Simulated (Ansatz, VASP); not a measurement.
# One calculation of CdS, two programs

```
CELL_PARAMETERS angstrom
0.14066 2.96965 2.96965
2.96965 0.14066 2.96965
2.96965 2.96965 0.14066
ATOMIC_POSITIONS crystal
Cd 0.00540 0.00540 0.00540
S 0.24460 0.24460 0.24460
```

Change from the starting cell: epitaxial_111 strain -3.8%.

Alike in both runs: task single point; functional PBE; k mesh 8 × 8 × 8; occupations fermi-dirac, width 0.02 eV; no spin polarisation.

|  | VASP | Ansatz |
| --- | --- | --- |
| version | VASP 6.6.1 | Ansatz 0.2.0 |
| potentials or method | VASP PAW PBE potentials, release 64 (Cd_sv_GW, S) | plane waves, PAW |
| plane-wave cutoff (eV) | 630 | 420 |
| valence electrons in the cell | 26 | 26 |

```csv
,VASP,Ansatz,Ansatz less VASP
gap on the k mesh at the Fermi level (eV),1.01,1.01,0.000
pressure (GPa),3.8,3.9,+0.14
"traceless stress, the component that is largest in VASP (GPa)",-1.21,-1.22,-0.005
```

The functional is the same, so the differences come from potentials, cutoffs and numerics.
